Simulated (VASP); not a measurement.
Runs of VASP 6.6.1 on SnTe. The structure is that of space group F-43m (No. 216), or close to it. The cells are those of the table. 

| cell | gap on the mesh (eV) | pressure (GPa) |
| --- | --- | --- |
| a = 5.020 Å, angles 60.0°, 2 atoms | 0.07 | -1.0 |
| a = 5.223 Å, angles 60.0°, 2 atoms | 0.34 | -3.3 |
| a = 5.124 Å, angles 60.0°, 2 atoms | 0.21 | (a) |
| a = 5.174 Å, angles 60.0°, 2 atoms | 0.28 | (b) |
| a = 5.073 Å, angles 60.0°, 2 atoms | 0.14 | -1.7 |

Alike in all rows: task single point; level LDA; potentials or basis VASP PAW LDA potentials, release 64 (Sn_d, Te); no spin polarisation; k mesh 6 × 6 × 6; cutoff (eV) 520; smearing gaussian 0.01 eV.

Fill in the values left out.

(a) -2.3; (b) -2.9.

Caveats: spin-orbit coupling is left out, which moves the levels of the heavy elements.

A k mesh can miss the band edges, and the runs leave out spin-orbit coupling on Sn, Te.
